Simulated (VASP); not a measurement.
## CuF3: single point with PBE

CuF3:

```
CELL_PARAMETERS angstrom
3.78977 0.00000 3.78977
0.00000 3.78977 3.78977
0.00000 0.00000 7.57955
ATOMIC_POSITIONS crystal
Cu 0.00000 0.00000 0.00000
Cu 0.00000 0.00000 0.50000
F 0.50000 0.00000 0.75000
F 0.00000 0.00000 0.25000
F 0.00000 0.50000 0.75000
F 0.50000 0.00000 0.25000
F 0.00000 0.00000 0.75000
F 0.00000 0.50000 0.25000
```

| Item | Value |
| --- | --- |
| Program | VASP 6.6.1 |
| Task | single point |
| Functional | PBE |
| Potentials or basis | VASP PAW PBE potentials, release 64 (Cu, F) |
| Cutoff | 520 eV |
| k mesh | 10 × 10 × 5 |
| Occupations | gaussian, width 0.05 eV |
| Spin | collinear spin |
| Starting moments | [-2.0, 2.0, 0.0, 0.0, 0.0, 0.0, 0.0, 0.0] μB |
| Dipole correction | no |
| Further INCAR settings | ALGO = Normal; EDIFF = 1e-07; NBANDS = 46 |

```
Pressure                                              : 0.4 GPa
Band gap on the k mesh                                : 0.26 eV
Net moment                                            : 0.00 μB per cell
Site moments                                          : Cu -0.64, +0.64; F +0.00 μB
Valence electrons inside the program's atomic spheres : Cu 9.65; F 6.05
```

Levels at points of the mesh, in eV from the valence-band top:
Spin up:
```tsv
k point	band 30	band 31	band 32	band 33	band 34	band 35
(0.00, 0.00, 0.00)	-0.17	-0.17	-0.17	1.82	1.82	7.21
(0.50, 0.00, 0.00)	-0.22	-0.22	-0.17	0.27	1.82	10.24
```
Spin down:
```
           k point  band 30  band 31  band 32  band 33  band 34  band 35
(0.00, 0.00, 0.00)    -0.17    -0.17    -0.17     1.82     1.82     7.21
(0.50, 0.00, 0.00)    -0.22    -0.22    -0.17     0.27     1.82    10.24
```

Run time: 11 min on 1 thread of Oxide Virtual Turin-like Processor (shared host), peak memory 0.42 GiB.

A k mesh can miss the band edges.
